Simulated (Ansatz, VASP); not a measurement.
C: VASP beside Ansatz

```
CELL_PARAMETERS angstrom
-0.14611 1.82055 1.90547
1.75936 0.00000 1.75936
1.82725 1.74233 -0.06789
ATOMIC_POSITIONS crystal
C 0.40145 0.56627 0.46601
C 0.84855 0.68373 0.78399
```

Alike in both runs: task single point; functional PBE; k mesh 12 × 12 × 12; occupations gaussian, width 0.02 eV; no spin polarisation.

|  | VASP | Ansatz |
| --- | --- | --- |
| version | VASP 6.6.1 | Ansatz 0.2.0 |
| potentials or method | VASP PAW PBE potentials, release 64 (C), cutoff 520 eV | scalar-relativistic, plane waves, PAW |
| valence electrons in the cell | 8 | 8 |

Ansatz gave:

* gap on the k mesh at the Fermi level (eV): none
* pressure (GPa): 12.8
* traceless stress, the component that is largest in VASP (GPa): 27.59
* rms of the force components (eV/Å): 6.223

Question: What did VASP give for the same quantities?

Answer: gap on the k mesh at the Fermi level (eV): none; pressure (GPa): 13.1; traceless stress, the component that is largest in VASP (GPa): 27.16; rms of the force components (eV/Å): 6.248.

Atom by atom the forces differ by 0.031 eV/Å (rms over components). A gap of «none» marks a metal or a gap that the smearing closes.
